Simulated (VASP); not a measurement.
Runs of VASP 6.6.1 on SnO. The structure is that of space group Pm-3m (No. 221), or close to it. The cells are those of the table. 

```csv
level,cell,k mesh,grid for exact exchange (PRECFOCK),share of exact exchange,screening parameter,gap on the mesh (eV),pressure (GPa)
PBE,"a = 3.090 Å, 2 atoms",9 × 9 × 9,-,-,-,0.38,4.4
PBE-based screened hybrid,"a = 3.132 Å, 2 atoms",5 × 5 × 5,Normal,0.05,0.2 1/Å,1.40,-0.6
PBE,"a = 3.173 Å, 2 atoms",9 × 9 × 9,-,-,-,0.56,(a)
PBE,"a = 3.193 Å, 2 atoms",9 × 9 × 9,-,-,-,(b),-5.2
PBE,"a = 3.132 Å, 2 atoms",9 × 9 × 9,-,-,-,0.47,0.0
```

Alike in all rows: task single point; potentials or basis VASP PAW PBE potentials, release 64 (Sn_d, O); no spin polarisation; cutoff (eV) 520; smearing fermi-dirac 0.05 eV.

Estimate the missing entries.

(a) -3.7; (b) 0.60.

Caveats: spin-orbit coupling is left out, which moves the levels of the heavy elements; the PAW data sets were made with another functional, which shifts forces and pressure a little (some runs).

A k mesh can miss the band edges, and the runs leave out spin-orbit coupling on Sn.
